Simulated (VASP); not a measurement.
**MgS: elastic constants with PBE**

MgS:

```
Mg S
1.0
     0.00000    2.61493    2.61493
     2.61493    0.00000    2.61493
     2.61493    2.61493    0.00000
Mg S
1 1
Direct
  0.00000 0.00000 0.00000
  0.50000 0.50000 0.50000
```

| Property | Result |
| --- | --- |
| Program | VASP 6.6.1 |
| Task | elastic constants |
| Functional | PBE |
| Potentials or basis | VASP PAW PBE potentials, release 64 (Mg, S) |
| Cutoff | 600 eV |
| k mesh | 8 × 8 × 8 |
| Occupations | gaussian, width 0.01 eV |
| Spin | no spin polarisation |
| Dipole correction | no |
| Ions in elastic constants | relaxed |
| Further INCAR settings | ALGO = Normal; EDIFF = 1e-08; IBRION = 6; POTIM = 0.015; NSW = 1; ISIF = 3 |

```
Elastic constants C11, C12, C44                         : 139, 42, 54 GPa
Voigt bulk modulus                                      : 74 GPa
Highest phonon frequency at Γ, LO-TO splitting left out : 224 cm⁻¹
```

Phonon frequencies in cm⁻¹ (negative: imaginary):
```
              q point        frequencies
(0.000, 0.000, 0.000)  0 0 0 224 224 224
```

Elastic tensor in Voigt notation (GPa, in the Cartesian axes of the cell as first typed):
```
139  42  42   0   0   0
 42 139  42   0   0   0
 42  42 139   0   0   0
  0   0   0  54   0   0
  0   0   0   0  54   0
  0   0   0   0   0  54
```

Clamped-ion elastic tensor (GPa):
```
139  42  42   0   0   0
 42 139  42   0   0   0
 42  42 139   0   0   0
  0   0   0  54   0   0
  0   0   0   0  54   0
  0   0   0   0   0  54
```

Wall time 4.5 min on 1 thread of Intel(R) Xeon(R) Platinum 8488C (Sapphire Rapids), on a shared host, peak memory 0.26 GiB.
